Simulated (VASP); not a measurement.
Here is a VASP 6.6.1 calculation.

POSCAR

```
ZnS
1.0
    3.8227020304      0.0000000000      0.0000000000
   -1.9113510152      3.3105570694      0.0000000000
    0.0000000000      0.0000000000     12.5200000000
Zn S
4 4
Direct
    0.0000000000      0.0000000000      0.0000000000
    0.0000000000      0.0000000000      0.5000000000
    0.3333333333      0.6666666667      0.2769568690
    0.6666666667      0.3333333333      0.7500000000
    0.0000000000      0.0000000000      0.1875000000
    0.0000000000      0.0000000000      0.6875000000
    0.3333333333      0.6666666667      0.4375000000
    0.6666666667      0.3333333333      0.9375000000
```

INCAR.step1

```
PREC     = Accurate       # precision mode
ENCUT    = 520            # plane-wave cutoff, eV
ISMEAR   = 0              # smearing method
SIGMA    = 0.05           # smearing width, eV
LREAL    = False          # projectors in reciprocal space
LASPH    = True           # aspherical terms in the spheres
NELM     = 80             # most SCF steps
NBANDS   = 46             # bands
GGA      = PE             # functional
ALGO     = Normal         # electronic algorithm
EDIFF    = 1E-4           # SCF threshold, eV
LWAVE    = True           # write WAVECAR
LCHARG   = False          # write CHGCAR
```

Contents of INCAR.step2:

```
PREC     = Accurate       # precision mode
ENCUT    = 520            # plane-wave cutoff, eV
EDIFF    = 1E-7           # SCF threshold, eV
ISMEAR   = 0              # smearing method
SIGMA    = 0.05           # smearing width, eV
LREAL    = False          # projectors in reciprocal space
LASPH    = True           # aspherical terms in the spheres
NELM     = 80             # most SCF steps
ALGO     = Normal         # electronic algorithm
ISIF     = 2              # what is computed and relaxed
LWAVE    = False          # write WAVECAR
LCHARG   = False          # write CHGCAR
METAGGA  = R2SCAN         # meta-GGA
LMIXTAU  = True         
NBANDS   = 46             # bands
ISTART   = 1
```

KPOINTS

```
regular mesh
0
Gamma
  6 6 2
```

Potentials or basis: VASP PAW PBE potentials, release 64 (Zn, S).

Launch:

```console
$ cat potpaw_PBE.64/Zn/POTCAR potpaw_PBE.64/S/POTCAR > POTCAR
$ cp INCAR.step1 INCAR
$ mpirun -np 1 vasp_std > vasp.out
$ cp INCAR.step2 INCAR
$ mpirun -np 1 vasp_std > vasp.out
```

Problem. Estimate the pressure.

Solution. 0.5 GPa.

Problem. Estimate the band gap on the k mesh.

Solution. 2.09 eV.

Problem. What does it give for the largest force?

Solution. 5.187 eV/Å.

Forces in eV/Å, atoms in the order of the input:
```
Zn   0.000  0.000  0.312
Zn   0.000  0.000  0.363
Zn   0.000  0.000 -5.187
Zn   0.000  0.000  0.273
S    0.000  0.000  1.015
S    0.000  0.000 -0.301
S    0.000  0.000  3.739
S    0.000  0.000 -0.214
```

Caveat: the cell differs from its parent crystal (atom 3 (Zn) moved +0.338 Å along Cartesian [0 0 1]); the stress differs along the axes, from -2 to 5 GPa; the PAW data sets were made with another functional, which shifts forces and pressure a little.
